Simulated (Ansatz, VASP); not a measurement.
## SnO in VASP and in Ansatz

```
Sn O
1.0
     0.00000    2.55898    2.55898
     2.55898    0.00000    2.55898
     2.55898    2.55898    0.00000
Sn O
1 1
Direct
  0.00000 0.00000 0.00000
  0.50000 0.50000 0.50000
```

Alike in both runs: task electric field gradients; functional PBE; k mesh 14 × 14 × 14; occupations fermi-dirac, width 0.03 eV; no spin polarisation.

```csv
,VASP,Ansatz
version,VASP 6.6.1,Ansatz 0.2.0
potentials or method,"VASP PAW PBE potentials, release 64 (Sn_d, O)","PAW with Ansatz's default frozen-core files, scalar-relativistic"
plane-wave cutoff (eV),520,420
valence electrons in the cell,20,20
```

```csv
,VASP,Ansatz,Ansatz less VASP
pressure (GPa),0.0,0.0,0.00
```

The functional is the same, so the differences come from potentials, cutoffs and numerics.
